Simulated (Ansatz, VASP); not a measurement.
# AgCl: VASP beside Ansatz

```
Ag Cl
1.0
     0.00000    2.77315    2.77315
     2.77315    0.00000    2.77315
     2.77315    2.77315    0.00000
Ag Cl
1 1
Cartesian
  2.7731 2.3231 2.3231
  0.0000 0.0000 0.0000
```

Alike in both runs: task single point; functional r2SCAN; k mesh 8 × 8 × 8; occupations gaussian, width 0.05 eV; no spin polarisation.

|  | VASP | Ansatz |
| --- | --- | --- |
| version | VASP 6.6.1 | Ansatz 0.2.0 |
| potentials or method | VASP PAW PBE potentials, release 64 (Ag, Cl), cutoff 550 eV | scalar-relativistic, plane waves, PAW |
| valence electrons in the cell | 18 | 26 |

VASP gave:

| Quantity | Value |
| --- | --- |
| gap on the k mesh at the Fermi level (eV) | 1.32 |
| least direct gap on the mesh (eV) | 2.07 |
| pressure (GPa) | 6.9 |
| traceless stress, the component that is largest in VASP (GPa) | -6.59 |
| rms of the force components (eV/Å) | 0.683 |

What did Ansatz give for the same quantities?

gap on the k mesh at the Fermi level (eV): 1.37; least direct gap on the mesh (eV): 2.12; pressure (GPa): 7.1; traceless stress, the component that is largest in VASP (GPa): -6.73; rms of the force components (eV/Å): 0.700.

VASP's potentials were made for PBE, not for r2SCAN. Atom by atom the forces differ by 0.017 eV/Å (rms over components). VASP's potentials hold 18 valence electrons a cell and Ansatz's 26, so a difference there can come from the potentials and not from the codes.
